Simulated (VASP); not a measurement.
Here is a VASP 6.6.1 calculation.

File INCAR:

```
PREC = Accurate
ENCUT = 520
EDIFF = 1E-6
ISMEAR = 0
SIGMA = 0.1
LREAL = F
LASPH = T
NELM = 100
ALGO = Normal
ISIF = 2
LWAVE = F
LCHARG = F
GGA = PE
NBANDS = 34
```

File KPOINTS:

```
Automatic mesh
0
Gamma
  6 6 2
```

The input POSCAR:

```
Ba2ZrO3
1.0
    3.1069064007      0.0000000000      0.0000000000
    0.0000000000      3.1069064007      0.0000000000
    0.0000000000      0.0000000000      9.7181597724
Ba Zr O
2 1 3
Direct
    0.5000000000      0.5000000000      0.3316040517
    0.5000000000      0.5000000000      0.6683959483
    0.5000000000      0.5000000000      0.0000000000
    0.0000000000      0.0000000000      0.8679346209
    0.0000000000      0.0000000000      0.1320653791
    0.0000000000      0.0000000000      0.5000000000
```

Potentials or basis: VASP PAW PBE potentials, release 64 (Ba_sv, Zr_sv, O).

Run with:

```sh
$ cat potpaw_PBE.64/Ba_sv/POTCAR potpaw_PBE.64/Zr_sv/POTCAR potpaw_PBE.64/O/POTCAR > POTCAR
$ mpirun -np 1 vasp_std > vasp.out
```

(1) Estimate the band gap on the k mesh.

(2) What does it give for the pressure?

(3) Estimate the largest force.

Results:

(1) zero (bands 25 and 26 overlap by 2.09 eV).

(2) 2.5 GPa.

(3) 0.114 eV/Å.

Caveat: spin-orbit coupling is left out, which moves the levels of the heavy elements.
